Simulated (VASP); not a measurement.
A run of VASP 6.6.1:

Contents of POSCAR:

```
GaP
1.0
    0.0000000000      2.7254102088      2.7254102088
    2.7254102088      0.0000000000      2.7254102088
    2.7254102088      2.7254102088      0.0000000000
Ga P
1 1
Direct
    0.0000000000      0.0000000000      0.0000000000
    0.2500000000      0.2500000000      0.2500000000
```

Contents of INCAR.step1:

```
SYSTEM = GaP
PREC     = Accurate       ! precision mode
ENCUT    = 520            ! plane-wave cutoff, eV
ISMEAR   = 0              ! smearing method
SIGMA    = 0.01           ! smearing width, eV
LREAL    = .FALSE.        ! projectors in reciprocal space
LASPH    = .TRUE.         ! aspherical terms in the spheres
NELM     = 60             ! most SCF steps
NBANDS   = 16             ! bands
GGA      = PE             ! functional
ALGO     = Normal         ! electronic algorithm
EDIFF    = 1E-4           ! SCF threshold, eV
LWAVE    = .TRUE.         ! write WAVECAR
LCHARG   = .FALSE.        ! write CHGCAR
```

File INCAR.step2:

```
SYSTEM = GaP
PREC     = Accurate       ! precision mode
ENCUT    = 520            ! plane-wave cutoff, eV
EDIFF    = 1E-6           ! SCF threshold, eV
ISMEAR   = 0              ! smearing method
SIGMA    = 0.01           ! smearing width, eV
LREAL    = .FALSE.        ! projectors in reciprocal space
LASPH    = .TRUE.         ! aspherical terms in the spheres
NELM     = 60             ! most SCF steps
ALGO     = Normal         ! electronic algorithm
ISIF     = 2              ! what is computed and relaxed
LWAVE    = .FALSE.        ! write WAVECAR
LCHARG   = .FALSE.        ! write CHGCAR
METAGGA  = R2SCAN         ! meta-GGA
LMIXTAU  = .TRUE.       
NBANDS   = 16             ! bands
ISTART   = 1
```

File KPOINTS:

```
Automatic mesh
0
G
  6 6 6
  0 0 0
```

Potentials or basis: VASP PAW PBE potentials, release 64 (Ga_d, P).

Command:

```console
$ cat potpaw_PBE.64/Ga_d/POTCAR potpaw_PBE.64/P/POTCAR > POTCAR
$ cp INCAR.step1 INCAR
$ mpirun -np 1 vasp_std > vasp.out
$ cp INCAR.step2 INCAR
$ mpirun -np 1 vasp_std > vasp.out
```

Hardware: 1 thread of Intel(R) Xeon(R) Platinum 8488C (Sapphire Rapids), on a shared host.

Task: Estimate the wall time of this run.

Result: It took 46 s on 1 thread of Intel(R) Xeon(R) Platinum 8488C (Sapphire Rapids), with other jobs on the host, peak memory 0.17 GiB. Counts: k points 16.
